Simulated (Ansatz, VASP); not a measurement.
## Rh in VASP and in Ansatz

Contents of INCAR:

```
SYSTEM = Rh
ALGO = Fast
EDIFF = 1E-6
ENCUT = 520
GGA = PS
ISIF = 2
ISMEAR = 0
LASPH = .True.
LCHARG = .True.
LELF = .True.
LREAL = .False.
LVHAR = .True.
LWAVE = .False.
NBANDS = 22
NELM = 100
PREC = Accurate
SIGMA = 0.15
```

File KPOINTS:

```
k-points
0
Gamma
  18 18 12
  0 0 0
```

Contents of POSCAR:

```
Rh
1.0
    2.7992535183      0.0000000000      0.0000000000
   -1.3996267591      2.3650972278      0.0000000000
    0.0000000000      0.0000000000      4.4284890000
Rh
2
Direct
    0.6666666667      0.3333333333      0.7500000000
    0.3333333333      0.6666666667      0.2500000000
```

Input for Ansatz:

```yaml
crystal:
  lattice:
    - [2.7992535183, 0.0, 0.0]
    - [-1.3996267591, 2.3650972278, 0.0]
    - [0.0, 0.0, 4.428489]
  atoms:
    - { symbol: Rh, position: [0.6666666667, 0.3333333333, 0.75] }
    - { symbol: Rh, position: [0.3333333333, 0.6666666667, 0.25] }
basis:
  ecutwfc: 420
kpoints:
  mp_grid: { grid: [18, 18, 12] }
hamiltonian:
  xc: pbesol
scf:
  occupations: { method: gaussian, width: 0.15 }
output:
  forces: true
  stress: true
  eigenvalues: true
```

Change from the starting cell: strain +0.0250 x Voigt [1, 0, 0, 0, 0, 0], atoms carried along.

Alike in both runs: task single point; functional PBEsol; k mesh 18 × 18 × 12; occupations gaussian, width 0.15 eV; no spin polarisation.

```csv
,VASP,Ansatz
version,VASP 6.6.1,Ansatz 0.2.0
potentials or method,"VASP PAW PBE potentials, release 64 (Rh_pv), cutoff 520 eV","scalar-relativistic, plane waves, PAW"
valence electrons in the cell,30,34
```

|  | VASP | Ansatz | Ansatz less VASP |
| --- | --- | --- | --- |
| gap on the k mesh at the Fermi level (eV) | none | none | - |
| pressure (GPa) | -18.6 | -18.6 | +0.06 |
| traceless stress, the component that is largest in VASP (GPa) | -2.91 | -2.92 | -0.003 |
| rms of the force components (eV/Å) | 0.023 | 0.023 | 0.0000 |

VASP's potentials were made for PBE, not for PBEsol. Atom by atom the forces differ by 0.000 eV/Å (rms over components). A gap of «none» marks a metal or a gap that the smearing closes. The functional is the same, so the differences come from potentials, cutoffs and numerics. VASP's potentials hold 30 valence electrons a cell and Ansatz's 34, so a difference there can come from the potentials and not from the codes.
